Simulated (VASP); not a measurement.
Si2Ni: single point with PBEsol

Crystal: Si2Ni.

```
Ni Si
1.0
     0.00000    2.70300    2.70300
     2.70300    0.00000    2.70300
     2.70300    2.70300    0.00000
Ni Si
1 2
Direct
  0.00000 0.00000 0.00000
  0.75000 0.75000 0.75000
  0.25000 0.25000 0.25000
```

```
Program                : VASP 6.6.1
Task                   : single point
Functional             : PBEsol
Potentials or basis    : VASP PAW PBE potentials, release 64 (Ni, Si)
Cutoff                 : 520 eV
k mesh                 : 7 × 7 × 7
Occupations            : fermi-dirac, width 0.05 eV
Spin                   : collinear spin, ferromagnetic start
Starting moments       : [1.5, 0.0, 0.0] μB
Fixed moment           : 1.5 μB
Dipole correction      : no
Further INCAR settings : ALGO = Normal; EDIFF = 1e-06; NBANDS = 20
```

The pressure is 6.1 GPa. The net moment is 1.50 μB per cell and the site moments are Ni +0.64; Si +0.19 μB. The valence electrons inside the program's atomic spheres are Ni 9.79; Si 1.60.

Run time: 37 s on 1 thread of Intel(R) Xeon(R) Platinum 8259CL CPU @ 2.50GHz (Skylake/Cascade Lake), with other jobs on the host, peak memory 0.18 GiB.

Caveat: the cell stands under pressure; the PAW data sets were made with another functional, which shifts forces and pressure a little; the total moment is fixed, so each spin has its own Fermi level.
